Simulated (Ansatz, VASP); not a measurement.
**One calculation of AlNi, two programs**

File INCAR:

```
PREC = Accurate
ENCUT = 520
EDIFF = 1E-6
ISMEAR = 0
SIGMA = 0.15
LREAL = F
LASPH = T
NELM = 60
ALGO = Fast
ISIF = 2
LWAVE = F
LCHARG = F
GGA = PE
NBANDS = 14
```

File KPOINTS:

```
Automatic mesh
0
Gamma
  16 16 16
```

The input POSCAR:

```
AlNi
1.0
    2.0085534309     -2.0085201929      0.0000000000
    2.0085534309      2.0085201929      0.0000000000
    0.0000000000      0.0000000000      3.0551000000
Al Ni
1 1
Direct
    0.0000000000      0.0000000000      0.0000000000
    0.5000000000      0.5000000000      0.5000000000
```

Input for Ansatz:

```yaml
crystal:
  lattice:
    - [2.0085534309, -2.0085201929, 0.0]
    - [2.0085534309, 2.0085201929, 0.0]
    - [0.0, 0.0, 3.0551]
  atoms:
    - { symbol: Al, position: [0.0, 0.0, 0.0] }
    - { symbol: Ni, position: [0.5, 0.5, 0.5] }
basis:
  ecutwfc: 520.0
kpoints:
  mp_grid: { grid: [16, 16, 16] }
hamiltonian:
  xc: pbe
  pseudopotentials: { kind: paw, azcp: { folder: soft_1 } }
scf:
  occupations: { method: gaussian, width: 0.15 }
output:
  forces: true
  stress: true
  eigenvalues: true
```

Alike in both runs: task single point; functional PBE; k mesh 16 × 16 × 16; occupations gaussian, width 0.15 eV; no spin polarisation.

|  | VASP | Ansatz |
| --- | --- | --- |
| version | VASP 6.6.1 | Ansatz 0.2.0 |
| potentials or method | VASP PAW PBE potentials, release 64 (Al, Ni), cutoff 520 eV | scalar-relativistic, plane waves, PAW |
| valence electrons in the cell | 13 | 21 |

Ansatz gave:

| Quantity | Value |
| --- | --- |
| gap on the k mesh at the Fermi level (eV) | none |
| pressure (GPa) | -2.5 |
| traceless stress, the component that is largest in VASP (GPa) | -2.66 |

Question: What did VASP give for the same quantities?

Answer: gap on the k mesh at the Fermi level (eV): none; pressure (GPa): -2.6; traceless stress, the component that is largest in VASP (GPa): -2.74.

A gap of «none» marks a metal or a gap that the smearing closes. VASP's potentials hold 13 valence electrons a cell and Ansatz's 21, so a difference there can come from the potentials and not from the codes. Ansatz's warnings: near symmetry operations not taken.
